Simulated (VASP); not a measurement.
Set up this calculation in VASP 6.6.1, as the native input.

```
Task                   : single point
Functional             : revPBE
Dispersion             : D3(BJ)
Potentials or basis    : VASP PAW PBE potentials, release 64 (Pb_d, Se)
Cutoff                 : 500 eV
k mesh                 : 6 × 6 × 6
Occupations            : gaussian, width 0.01 eV
Spin                   : no spin polarisation
Dipole correction      : no
Further INCAR settings : ALGO = Normal; EDIFF = 1e-06; NBANDS = 17
```

The structure of PbSe lies in POSCAR:

```
PbSe
1.0
    0.0000000000      3.0551571474      3.0551571474
    3.0551571474      0.0000000000      3.0551571474
    3.0551571474      3.0551571474      0.0000000000
Pb Se
1 1
Direct
    0.0000000000      0.0000000000      0.0000000000
    0.5000000000      0.5000000000      0.5000000000
```

The input as run:

INCAR

```
PREC = Accurate ; ENCUT = 500
EDIFF = 1E-6 ; ISMEAR = 0
SIGMA = 0.01 ; LREAL = False
LASPH = True ; NELM = 120
ALGO = Normal ; ISIF = 2
LWAVE = False ; LCHARG = False
GGA = RE ; IVDW = 12
NBANDS = 17 ; GGA_COMPAT = False
```

KPOINTS

```
regular mesh
0
Gamma
  6 6 6
```

Potentials or basis: VASP PAW PBE potentials, release 64 (Pb_d, Se).

The run is started by

```bash
$ cat potpaw_PBE.64/Pb_d/POTCAR potpaw_PBE.64/Se/POTCAR > POTCAR
$ mpirun -np 1 vasp_std > vasp.out
```

Results of the run:

| Item | Value |
| --- | --- |
| Pressure | 0.0 GPa |
| Band gap on the k mesh | 0.33 eV |
| Dispersion energy per atom | -0.688 eV |

Caveat: the PAW data sets were made with another functional, which shifts forces and pressure a little; spin-orbit coupling is left out, which moves the levels of the heavy elements.

It took 16 s on 1 thread of Intel(R) Xeon(R) 6975P-C (Granite Rapids), on a shared host, peak memory 0.18 GiB.
